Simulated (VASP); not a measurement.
Runs of VASP 6.6.1 on Co. The structure is hexagonal, space group P6_3/mmc (No. 194). The conventional cell has a = 2.507 Å, b = 2.507 Å, c = 4.070 Å, α = 90.00°, β = 90.00°, γ = 120.00°. Co (site symmetry -6m2) has 12 Co at 2.50 to 2.51 Å within 3.3 Å. 

```tsv
fixed moment (μB)	pressure (GPa)	moment (μB)
1.08	-14.1	1.08
4.09	(b)	4.09
2.95	-6.7	2.95
2.19	(a)	2.19
3.6	-1.4	3.60
```

Alike in all rows: task single point; level PBE; potentials or basis VASP PAW PBE potentials, release 64 (Co); cell as given; k mesh 15 × 15 × 8; smearing fermi-dirac 0.08 eV.

Question: Estimate the missing entries.

Answer: (a) -10.6; (b) 3.7.

Caveats: the total moment is fixed, so each spin has its own Fermi level and the state may be an excited one; the cell stands under tension (at least some runs); the cell stands under pressure (at least some runs).
